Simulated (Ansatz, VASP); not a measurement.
# Zr in VASP and in Ansatz

INCAR

```
PREC = Accurate ; ENCUT = 520
EDIFF = 1E-8 ; ISMEAR = -1
SIGMA = 0.08 ; LREAL = False
LASPH = True ; NELM = 100
ALGO = Normal ; ISIF = 2
LWAVE = False ; LCHARG = False
GGA = PE ; LEFG = True
NBANDS = 19
```

KPOINTS

```
regular mesh
0
Gamma
  13 13 7
```

The input POSCAR:

```
Zr
1.0
    3.1350382758      0.0000000000      0.0000000000
   -1.5675191379      2.7150227886      0.0000000000
    0.0000000000      0.0000000000      5.1470000000
Zr
2
Direct
    0.3333333333      0.6666666667      0.2500000000
    0.6666666667      0.3333333333      0.7500000000
```

Input for Ansatz:

```yaml
crystal:
  lattice:
    - [3.1350382758, 0.0, 0.0]
    - [-1.5675191379, 2.7150227886, 0.0]
    - [0.0, 0.0, 5.147]
  atoms:
    - { symbol: Zr, position: [0.3333333333, 0.6666666667, 0.25] }
    - { symbol: Zr, position: [0.6666666667, 0.3333333333, 0.75] }
kpoints:
  mp_grid: { grid: [13, 13, 7] }
scf:
  occupations: { method: fermi_dirac, width: 0.08 }
hamiltonian:
  xc: pbe
  pseudopotentials: { kind: all_electron, datasets: crystal }
output:
  forces: true
  stress: true
  eigenvalues: true
  efg: { contact_densities: true }
```

Change from the starting cell: equal xx and yy strain of -3 %, crystal datasets.

Alike in both runs: task electric field gradients; functional PBE; k mesh 13 × 13 × 7; occupations fermi-dirac, width 0.08 eV; no spin polarisation.

|  | VASP | Ansatz |
| --- | --- | --- |
| version | VASP 6.6.1 | Ansatz 0.2.0 |
| potentials or method | VASP PAW PBE potentials, release 64 (Zr_sv), cutoff 520 eV | all-electron PAW with datasets made for the crystal, scalar-relativistic |

```csv
,VASP,Ansatz,Ansatz less VASP
pressure (GPa),6.7,6.7,+0.01
"traceless stress, the component that is largest in VASP (GPa)",-1.08,-1.07,+0.008
size of Vzz on the site where it differs most (V/Å²),26.4,27.5,+1.11
```

Ansatz ran all-electron here, and VASP with PAW potentials.
